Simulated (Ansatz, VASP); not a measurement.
Two plane-wave programs on TePb

```
Te Pb
1.0
     0.00000    3.29029    3.29029
     3.29029    0.00000    3.29029
     3.29029    3.29029    0.00000
Te Pb
1 1
Direct
  0.50000 0.50000 0.50000
  0.00000 0.00000 0.00000
```

Change from the starting cell: volume scaled by 1.06, PAW files.

Alike in both runs: task electric field gradients; functional PBEsol; k mesh 10 × 10 × 10; occupations fermi-dirac, width 0.03 eV; no spin polarisation.

|  | VASP | Ansatz |
| --- | --- | --- |
| version | VASP 6.6.1 | Ansatz 0.2.0 |
| potentials or method | VASP PAW PBE potentials, release 64 (Te, Pb_d) | PAW with Ansatz's default frozen-core files, scalar-relativistic |
| plane-wave cutoff (eV) | 520 | 420 |
| valence electrons in the cell | 20 | 30 |

```csv
,VASP,Ansatz,Ansatz less VASP
pressure (GPa),-2.5,-2.5,+0.02
```

VASP's potentials were made for PBE, not for PBEsol. VASP's potentials hold 20 valence electrons a cell and Ansatz's 30, so a difference there can come from the potentials and not from the codes.

Neither program's run includes spin-orbit coupling.
